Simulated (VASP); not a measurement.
Runs of VASP 6.6.1 on Ti. The structure is that of space group Im-3m (No. 229), or close to it. The cells are those of the table. 

```tsv
fixed moment (μB)	cell	pressure (GPa)	moment (μB)
0.125	a = 2.887 Å, angles 109.5°, 1 atom	-10.6	0.12
0.125	a = 2.780 Å, angles 109.5°, 1 atom	-0.2	0.12
0.875	a = 2.887 Å, angles 109.5°, 1 atom	(a)	0.88
0.25	a = 2.887 Å, angles 109.5°, 1 atom	-10.5	0.25
1.0	a = 2.887 Å, angles 109.5°, 1 atom	-8.8	1.00
0.25	a = 2.835 Å, angles 109.5°, 1 atom	(b)	0.25
0.5	a = 2.938 Å, angles 109.5°, 1 atom	-13.7	0.50
0.25	a = 2.938 Å, angles 109.5°, 1 atom	-14.0	0.25
1.0	a = 2.835 Å, angles 109.5°, 1 atom	-3.9	1.00
0.375	a = 2.887 Å, angles 109.5°, 1 atom	-10.3	0.38
0.625	a = 2.887 Å, angles 109.5°, 1 atom	-9.9	0.62
0.875	a = 2.780 Å, angles 109.5°, 1 atom	1.8	0.88
```

Alike in all rows: task single point; level PBEsol; potentials or basis VASP PAW PBE potentials, release 64 (Ti_sv); spin collinear, ferromagnetic start; k mesh 22 × 22 × 22; cutoff (eV) 520; smearing gaussian 0.15 eV.

Question: Estimate the missing entries.

Answer: (a) -9.2; (b) -6.0.

Caveats: the PAW data sets were made with another functional, which shifts forces and pressure a little; the total moment is fixed, so each spin has its own Fermi level.
